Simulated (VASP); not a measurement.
# AlN (P1) in VASP: further runs

AlN is run at these levels: PBE; tasks: single point.

All numbers are computed with VASP 6.6.1; they aren't measurements. Logs are shortened: lines on timing, memory, paths and dates and some standing lists are left out, and cuts for length are marked.

**1. The cell of the first run**

The typed cell holds 4 atoms: a = 3.111 Å, b = 3.111 Å, c = 4.978 Å, α = 90.00°, β = 90.00°, γ = 120.00°.

**2. Single point, PBE (all Al atoms moved -0.050 Å, as atom 1 along Cartesian [1 1 1])**

Contents of INCAR:

```
PREC     = Accurate       # precision mode
ENCUT    = 520            # plane-wave cutoff, eV
EDIFF    = 1E-7           # SCF threshold, eV
ISMEAR   = 0              # smearing method
SIGMA    = 0.05           # smearing width, eV
LREAL    = False          # projectors in reciprocal space
LASPH    = True           # aspherical terms in the spheres
NELM     = 80             # most SCF steps
ALGO     = Normal         # electronic algorithm
ISIF     = 2              # what is computed and relaxed
LWAVE    = False          # write WAVECAR
LCHARG   = True           # write CHGCAR
GGA      = PE             # functional
LELF     = True           # ELF
LVHAR    = True         
NBANDS   = 16             # bands
```

Contents of KPOINTS:

```
regular mesh
0
Gamma
  6 6 4
```

Contents of POSCAR:

```
AlN
1.0
    3.1110021516      0.0000000000      0.0000000000
   -1.5555010758      2.6942068945      0.0000000000
    0.0000000000      0.0000000000      4.9780000000
Al N
2 2
Direct
    0.3186968343      0.6559520057     -0.0057990184
    0.6520301676      0.3226186724      0.4942009816
    0.3333333333      0.6666666667      0.3850000000
    0.6666666667      0.3333333333      0.8850000000
```

Potentials or basis: VASP PAW PBE potentials, release 64 (Al, N).

On the command line:

```console
> cat potpaw_PBE.64/Al/POTCAR potpaw_PBE.64/N/POTCAR > POTCAR
> mpirun -np 1 vasp_std > vasp.out
```

OUTCAR:

```text
PREC = Accurate
   ENCUT = 520
   EDIFF = 1E-7
   ISMEAR = 0
   LREAL = False
   LASPH = True
   NELM = 80
   ISIF = 2
   GGA = PE

 ion  position               nearest neighbor table
   1  0.319  0.656  0.994-   4 1.84   4 1.89   4 1.90   3 1.95   2 3.07   2 3.07   2 3.07   2 3.07
                             2 3.07   2 3.07
   2  0.652  0.323  0.494-   3 1.85   3 1.87   3 1.91   4 1.95   1 3.07   1 3.07   1 3.07   1 3.07
                             1 3.07   1 3.07
   3  0.333  0.667  0.385-   2 1.85   2 1.87   2 1.91   1 1.95
   4  0.667  0.333  0.885-   1 1.84   1 1.89   1 1.90   2 1.95

  LATTYP: Found a hexagonal cell.
 ALAT       =     3.1110021516
 C/A-ratio  =     1.6001274694

  Lattice vectors:

 A1 = (   3.1110021516,   0.0000000000,   0.0000000000)
 A2 = (  -1.5555010758,   2.6942068945,   0.0000000000)
 A3 = (   0.0000000000,   0.0000000000,   4.9780000000)

Analysis of symmetry for initial positions (statically):
=====================================================================
 Subroutine PRICEL returns:
 Original cell was already a primitive cell.

 Routine SETGRP: Setting up the symmetry group for a
 hexagonal supercell.

 Subroutine GETGRP returns: Found  1 space group operations
 (whereof  1 operations were pure point group operations)
 out of a pool of 24 trial point group operations.

The static configuration has the point symmetry C_1 .

Analysis of symmetry for dynamics (positions and initial velocities):
=====================================================================
 Subroutine PRICEL returns:
 Original cell was already a primitive cell.

 Routine SETGRP: Setting up the symmetry group for a
 hexagonal supercell.

 Subroutine GETGRP returns: Found  1 space group operations
 (whereof  1 operations were pure point group operations)
 out of a pool of 24 trial point group operations.

The dynamic configuration has the point symmetry C_1 .

 Subroutine INISYM returns: Found  1 space group operations
 (whereof  1 operations are pure point group operations),
 and found     1 'primitive' translations

----------------------------------------------------------------------------------------

                                     Primitive cell

  volume of cell :      41.7240

  direct lattice vectors                    reciprocal lattice vectors
     3.111002152  0.000000000  0.000000000     0.321439829  0.185583372  0.000000000
    -1.555501076  2.694206895  0.000000000     0.000000000  0.371166744  0.000000000
     0.000000000  0.000000000  4.978000000     0.000000000  0.000000000  0.200883889

  length of vectors
     3.111002152  3.111002152  4.978000000     0.371166744  0.371166744  0.200883889

  position of ions in fractional coordinates (direct lattice)
     0.318696834  0.655952006  0.994200982
     0.652030168  0.322618672  0.494200982
     0.333333333  0.666666667  0.385000000
     0.666666667  0.333333333  0.885000000

  ion indices of the primitive-cell ions
   primitive index   ion index
                 1           1
                 2           2
                 3           3
                 4           4

----------------------------------------------------------------------------------------

 KPOINTS: regular mesh

Automatic generation of k-mesh.
 Grid dimensions read from file:
 generate k-points for:    6    6    4

 Generating k-lattice:

  Cartesian coordinates                     Fractional coordinates (reciprocal lattice)
     0.053573305  0.030930562  0.000000000     0.166666667  0.000000000  0.000000000
     0.000000000  0.061861124  0.000000000     0.000000000  0.166666667  0.000000000
     0.000000000  0.000000000  0.050220972     0.000000000  0.000000000  0.250000000

  Length of vectors
     0.061861124  0.061861124  0.050220972

  Shift w.r.t. Gamma in fractional coordinates (k-lattice)
     0.000000000  0.000000000  0.000000000

 Subroutine IBZKPT returns following result:
 ===========================================

 Found     76 irreducible k-points:

 Following reciprocal coordinates:
            Coordinates               Weight
  0.000000  0.000000  0.000000      1.000000
  0.166667  0.000000  0.000000      2.000000
  0.000000  0.166667  0.000000      2.000000
 -0.166667  0.166667  0.000000      2.000000
  0.333333  0.000000  0.000000      2.000000
  0.000000  0.333333  0.000000      2.000000
[... 16 lines left out ...]
  0.000000  0.166667  0.250000      2.000000
 -0.166667  0.166667  0.250000      2.000000
 [... further k-points ...]
   k-points           NKPTS =     76   k-points in BZ     NKDIM =     76   number of bands    NBANDS=     16
   number of dos      NEDOS =    301   number of ions     NIONS =      4
   total plane-waves  NPLWV =  23040
   dimension x,y,z NGX =    24 NGY =   24 NGZ =   40
   dimension x,y,z NGXF=    48 NGYF=   48 NGZF=   80
   ions per type =               2   2
   NGX,Y,Z   is equivalent  to a cutoff of  12.83, 12.83, 13.36 a.u.
   NGXF,Y,Z  is equivalent  to a cutoff of  25.65, 25.65, 26.72 a.u.
 SYSTEM =  unknown system
   PREC   = accura    normal or accurate (medium, high low for compatibility)
   ISTART =      0    job   : 0-new  1-cont  2-samecut
   ICHARG =      2    charge: 1-file 2-atom 10-const
   ISPIN  =      1    spin polarized calculation?
   LNONCOLLINEAR =      F non collinear calculations
   LSORBIT =      F    spin-orbit coupling
   LASPH  =      T    aspherical Exc in radial PAW
   ENCUT  =  520.0 eV  38.22 Ry    6.18 a.u.   5.78  5.78  9.26*2*pi/ulx,y,z
   NELM   =     80;   NELMIN=  2; NELMDL= -5     # of ELM steps
   EDIFF  = 0.1E-06   stopping-criterion for ELM
   LREAL  =      F    real-space projection
   EDIFFG = 0.1E-05   stopping-criterion for IOM
   NSW    =      0    number of steps for IOM
   IBRION =     -1    ionic relax: 0-MD 1-quasi-New 2-CG
   NFREE  =      0    steps in history (QN), initial steepest desc. (CG)
   ISIF   =      2    stress and relaxation
   ISYM   =      2    0-nonsym 1-usesym 2-fastsym
   POTIM  = 0.5000    time-step for ionic-motion
   TEBEG  =    0.0;   TEEND  =   0.0 temperature during run
   PSTRESS=    0.0 pullay stress
   NELECT =      16.0000    total number of electrons
   NUPDOWN=      -1.0000    fix difference up-down
   EMIN   =  10.00;   EMAX   =-10.00  energy-range for DOS
   EFERMI =   0.00;   METHOD = LEGACY
   ISMEAR =     0;   SIGMA  =   0.05  broadening in eV -4-tet -1-fermi 0-gaus
   EFERMI_NEDOS =   21; number of points for ismear=-14 and -15
   IALGO  =     38    algorithm
   IMIX   =      4    mixing-type and parameters
     AMIX     =   0.40;   BMIX     =  1.00
     AMIX_MAG =   1.60;   BMIX_MAG =  1.00
  volume/ion in A,a.u.               =      10.43        70.39
  Fermi-wavevector in a.u.,A,eV,Ry     =   1.189377  2.247596 19.247033  1.414617
  Thomas-Fermi vector in A             =   2.325485
   LORBIT       =      0    0 simple, 1 ext, 2 COOP (PROOUT), +10 PAW based schemes
   GGA     = PE    functional components
   LHFCALC =     F    Hartree Fock is set to
   AEXX    =    0.0000 exact exchange contribution
   IVDW    =     0    specifies the selected vdW correction
   LEPSILON=     F    determine dielectric tensor
   LRPA    =     F    only Hartree local field effects (RPA)
 non-spin polarized calculation
 Gauss-broadening in eV      SIGMA  =   0.05
  energy-cutoff  :      520.00
  volume of cell :       41.72
 maximum number of plane-waves:      1152
   NGX = 11   NGY = 11   NGZ = 19

 number of electron      15.9999998 magnetization

 Free energy of the ion-electron system (eV)
  ---------------------------------------------------
  ext. energy  EPLUGINS =         0.00000000
  ---------------------------------------------------
  free energy    TOTEN  =       -29.71942843 eV

  energy without entropy =      -29.71942843  energy(sigma->0) =      -29.71942843

 E-fermi :   6.6220     XC(G=0): -10.9145

 val. band max:        6.3186560780   @ k =   0.0000   0.0000   0.0000
 cond. band min:      10.3827419977   @ k =   0.0000   0.0000   0.0000
 fundamental gap:      4.0640859197
 Fermi energy:         6.6219627238

 k-point     1 :       0.0000    0.0000    0.0000
  band No.  band energies     occupation
      1      -9.0323      2.00000
      2      -6.8872      2.00000
      3       0.2190      2.00000
      4       5.2205      2.00000
      5       5.2235      2.00000
      6       5.8882      2.00000
[... 8 lines left out ...]
     15      19.2408      0.00000
     16      19.2487      0.00000

 k-point     2 :       0.1667    0.0000    0.0000
  band No.  band energies     occupation
      1      -8.6851      2.00000
      2      -6.6981      2.00000
      3       0.6357      2.00000
      4       3.8300      2.00000
      5       4.6180      2.00000
      6       4.8419      2.00000
[... 8 lines left out ...]
     15      18.5067      0.00000
     16      19.0096      0.00000

 k-point     3 :       0.0000    0.1667    0.0000
  band No.  band energies     occupation
      1      -8.6851      2.00000
      2      -6.6981      2.00000
      3       0.6357      2.00000
      4       3.8293      2.00000
      5       4.6075      2.00000
      6       4.8555      2.00000
[... 8 lines left out ...]
     15      18.4981      0.00000
     16      19.0131      0.00000

 k-point     4 :      -0.1667    0.1667    0.0000
  band No.  band energies     occupation
      1      -8.6851      2.00000
      2      -6.6980      2.00000
      3       0.6357      2.00000
      4       3.8286      2.00000
      5       4.5981      2.00000
      6       4.8680      2.00000
[... 8 lines left out ...]
     15      18.4879      0.00000
     16      19.0165      0.00000
[... 324 lines left out ...]
 k-point    22 :       0.1667    0.0000    0.2500
  band No.  band energies     occupation
      1      -8.4592      2.00000
      2      -7.0854      2.00000
      3       1.2887      2.00000
      4       3.8508      2.00000
      5       4.2575      2.00000
      6       4.9647      2.00000
[... 8 lines left out ...]
     15      18.5232      0.00000
     16      19.0141      0.00000

 k-point    23 :       0.0000    0.1667    0.2500
  band No.  band energies     occupation
      1      -8.4593      2.00000
      2      -7.0852      2.00000
      3       1.2865      2.00000
      4       3.8587      2.00000
      5       4.2570      2.00000
      6       4.9717      2.00000
[... 8 lines left out ...]
     15      18.5373      0.00000
     16      19.0222      0.00000

 k-point    24 :      -0.1667    0.1667    0.2500
  band No.  band energies     occupation
      1      -8.4596      2.00000
      2      -7.0847      2.00000
      3       1.2783      2.00000
      4       3.8881      2.00000
      5       4.2674      2.00000
      6       4.9770      2.00000
[... 8 lines left out ...]
     15      18.5884      0.00000
     16      19.0334      0.00000

 [... further k-points ...]
[... 5 lines left out ...]
  --------------------------------------------------------------------------------------
  -------------------------------------------------------------------------------------
  Total        1.5621185      1.5618495      0.0757356      0.0336895      0.3034082      0.3034134
  in kB       59.9844144     59.9740848      2.9082027      1.2936566     11.6506919     11.6508936
  external PRESSURE =      40.9555673 kB  Pullay stress =       0.0000000 kB

 VOLUME and BASIS-vectors are now :
 -----------------------------------------------------------------------------
  energy-cutoff  :      520.00
  volume of cell :       41.72
      direct lattice vectors                 reciprocal lattice vectors
     3.111002152  0.000000000  0.000000000     0.321439829  0.185583372  0.000000000
    -1.555501076  2.694206895  0.000000000     0.000000000  0.371166744  0.000000000
     0.000000000  0.000000000  4.978000000     0.000000000  0.000000000  0.200883889

 POSITION                                       TOTAL-FORCE (eV/Angst)
 -----------------------------------------------------------------------------------
     -0.02887      1.76727      4.94913         0.527299      0.480745      0.516131
      1.52663      0.86920      2.46013         0.434152      0.480700      0.514470
     -0.00000      1.79614      1.91653        -0.433659     -0.480699     -0.514409
      1.55550      0.89807      4.40553        -0.527793     -0.480746     -0.516192
 -----------------------------------------------------------------------------------
    total drift:                               -0.000003      0.000001      0.000694

  FREE ENERGIE OF THE ION-ELECTRON SYSTEM (eV)
  ---------------------------------------------------
  free  energy   TOTEN  =       -29.7194284339 eV

  energy  without entropy=      -29.7194284339  energy(sigma->0) =      -29.71942843
```

It took 60 s on 1 thread of Intel Xeon 8259CL, shared host; peak memory 0.18 GiB.

Results:

```
Free energy            : -29.7194 eV
Pressure               : 4.1 GPa
Largest force          : 0.881 eV/Å
Band gap on the k mesh : 4.06 eV
```

Forces on the atoms (eV/Å):
```
Al   0.527  0.481  0.516
Al   0.434  0.481  0.514
N   -0.434 -0.481 -0.514
N   -0.528 -0.481 -0.516
```

Caveat: the cell differs from its parent crystal (all Al atoms moved -0.050 Å, as atom 1 along Cartesian [1 1 1]); the cell stands under pressure.

**3. Single point, PBE (all Al atoms moved +0.025 Å, as atom 1 along Cartesian [1 1 1])**

Contents of INCAR:

```
PREC     = Accurate       # precision mode
ENCUT    = 520            # plane-wave cutoff, eV
EDIFF    = 1E-6           # SCF threshold, eV
ISMEAR   = 0              # smearing method
SIGMA    = 0.05           # smearing width, eV
LREAL    = F              # projectors in reciprocal space
LASPH    = T              # aspherical terms in the spheres
NELM     = 100            # most SCF steps
ALGO     = Normal         # electronic algorithm
ISIF     = 2              # what is computed and relaxed
LWAVE    = F              # write WAVECAR
LCHARG   = F              # write CHGCAR
GGA      = PE             # functional
NBANDS   = 16             # bands
```

KPOINTS is that of step 2.

POSCAR: that of step 2 with these lines changed.

```diff
@@ -8,4 +8,4 @@
 Direct
-    0.3186968343      0.6559520057     -0.0057990184
-    0.6520301676      0.3226186724      0.4942009816
+    0.3406515829      0.6720239972      0.0028995092
+    0.6739849162      0.3386906638      0.5028995092
     0.3333333333      0.6666666667      0.3850000000
```

Potentials or basis: VASP PAW PBE potentials, release 64 (Al, N).

On the command line:

```console
> cat potpaw_PBE.64/Al/POTCAR potpaw_PBE.64/N/POTCAR > POTCAR
> mpirun -np 1 vasp_std > vasp.out
```

Run time: 53 s. Hardware: 1 thread of Intel Xeon 8259CL, shared host; peak memory 0.18 GiB.

It converged, with:

- Free energy: -29.7631 eV
- Pressure: 3.9 GPa
- Largest force: 0.318 eV/Å
- Band gap on the k mesh: 4.20 eV

Forces in eV/Å, atoms in the order of the input:
```
Al  -0.208 -0.219  0.012
Al  -0.230 -0.219  0.012
N    0.230  0.219 -0.012
N    0.208  0.219 -0.012
```

Stress tensor (GPa, compression positive):
```
 3.85  0.03 -0.60
 0.03  3.85 -0.60
-0.60 -0.60  3.90
```

Levels at points of the mesh, in eV from the valence-band top:
| k point | band 5 | band 6 | band 7 | band 8 | band 9 | band 10 | band 11 | band 12 |
| --- | --- | --- | --- | --- | --- | --- | --- | --- |
| (0.00, 0.00, 0.00) | -0.89 | -0.23 | -0.23 | 0.00 | 4.20 | 6.65 | 10.62 | 11.14 |
| (0.50, 0.00, 0.00) | -3.36 | -2.11 | -1.79 | -0.71 | 5.80 | 5.81 | 8.18 | 10.27 |
| (0.00, 0.50, 0.00) | -3.36 | -2.11 | -1.79 | -0.71 | 5.80 | 5.81 | 8.18 | 10.27 |
| (0.50, 0.50, 0.00) | -3.36 | -2.11 | -1.79 | -0.71 | 5.80 | 5.80 | 8.18 | 10.27 |
| (0.00, 0.00, 0.50) | -0.61 | -0.61 | -0.53 | -0.52 | 6.46 | 6.46 | 10.32 | 10.32 |
| (0.50, 0.00, 0.50) | -1.52 | -1.45 | -1.39 | -1.35 | 5.30 | 5.31 | 9.22 | 9.28 |
| (0.00, 0.50, 0.50) | -1.51 | -1.46 | -1.38 | -1.35 | 5.30 | 5.31 | 9.23 | 9.27 |
| (0.50, 0.50, 0.50) | -1.50 | -1.48 | -1.37 | -1.36 | 5.30 | 5.30 | 9.24 | 9.25 |

Caveat: the cell differs from its parent crystal (all Al atoms moved +0.025 Å, as atom 1 along Cartesian [1 1 1]); the cell stands under pressure.

**4. Single point, PBE (all Al atoms moved +0.100 Å, as atom 1 along Cartesian [1 1 1])**

Contents of INCAR:

```
SYSTEM = AlN
  PREC = Accurate
  ENCUT = 520
  EDIFF = 1E-6
  ISMEAR = 0
  SIGMA = 0.05
  LREAL = .FALSE.
  LASPH = .TRUE.
  NELM = 100
  ALGO = Normal
  ISIF = 2
  LWAVE = .FALSE.
  LCHARG = .FALSE.
  GGA = PE
  NBANDS = 16
```

Contents of KPOINTS:

```
Automatic mesh
0
G
  6 6 4
  0 0 0
```

POSCAR: that of step 3 with these lines changed.

```diff
@@ -8,4 +8,4 @@
 Direct
-    0.3406515829      0.6720239972      0.0028995092
-    0.6739849162      0.3386906638      0.5028995092
+    0.3626063315      0.6880959886      0.0115980367
+    0.6959396648      0.3547626553      0.5115980367
     0.3333333333      0.6666666667      0.3850000000
```

On the command line:

```console
> cat potpaw_PBE.64/Al/POTCAR potpaw_PBE.64/N/POTCAR > POTCAR
> mpirun -np 1 vasp_std > vasp.out
```

Wall time 52 s (1 thread of Intel Xeon 8259CL, shared host); peak memory 0.18 GiB.

It converged, with:

```
Free energy            : -29.6525 eV
Pressure               : 4.9 GPa
Largest force          : 1.337 eV/Å
Band gap on the k mesh : 4.20 eV
```

Forces in eV/Å, atoms in the order of the input:
```
Al  -0.643 -0.798 -0.501
Al  -0.954 -0.799 -0.488
N    0.955  0.799  0.487
N    0.642  0.798  0.501
```

Stress tensor (GPa, compression positive):
```
 3.07  0.44 -2.53
 0.44  3.06 -2.53
-2.53 -2.53  8.71
```

Levels at points of the mesh, in eV from the valence-band top:
```
           k point  band 4  band 5  band 6  band 7  band 8  band 9  band 10  band 11  band 12  band 13
(0.00, 0.00, 0.00)   -0.85   -0.84   -0.24   -0.12    0.00    4.20     6.62    10.51    11.17    11.18
(0.50, 0.00, 0.00)   -4.13   -3.39   -2.06   -1.86   -0.63    5.74     5.80     8.20    10.29    10.86
(0.00, 0.50, 0.00)   -4.13   -3.39   -2.05   -1.86   -0.63    5.73     5.79     8.19    10.31    10.88
(0.50, 0.50, 0.00)   -4.13   -3.40   -2.03   -1.86   -0.62    5.73     5.77     8.17    10.32    10.89
(0.00, 0.00, 0.50)   -3.39   -0.66   -0.65   -0.33   -0.32    6.40     6.40    10.29    10.29    11.36
(0.50, 0.00, 0.50)   -5.50   -1.58   -1.49   -1.34   -1.27    5.26     5.30     9.22     9.43    11.78
(0.00, 0.50, 0.50)   -5.53   -1.60   -1.43   -1.40   -1.24    5.26     5.30     9.24     9.39    11.77
(0.50, 0.50, 0.50)   -5.57   -1.57   -1.51   -1.32   -1.26    5.27     5.28     9.28     9.33    11.78
```

Caveat: the cell differs from its parent crystal (all Al atoms moved +0.100 Å, as atom 1 along Cartesian [1 1 1]); the cell stands under pressure; forces of over 1 eV/Å act on the atoms, so gaps and moduli don't describe the material at rest.

**5. Overview**

| cell | gap on the mesh (eV) | pressure (GPa) | largest force (eV/Å) |
| --- | --- | --- | --- |
| as given, atomic positions A | 4.06 | 4.1 | 0.88 |
| as given, atomic positions B | 4.20 | 3.9 | 0.32 |
| as given, atomic positions C | 4.20 | 4.9 | 1.34 |

Alike in all rows: task single point; level PBE; potentials or basis VASP PAW PBE potentials, release 64 (Al, N); no spin polarisation; k mesh 6 × 6 × 4; cutoff (eV) 520; smearing gaussian 0.05 eV.

Caveats: the cell stands under pressure; forces of over 1 eV/Å act on the atoms, so gaps and moduli don't describe the material at rest (at least some runs).

Absolute energies hang on the potentials; compare differences alone.
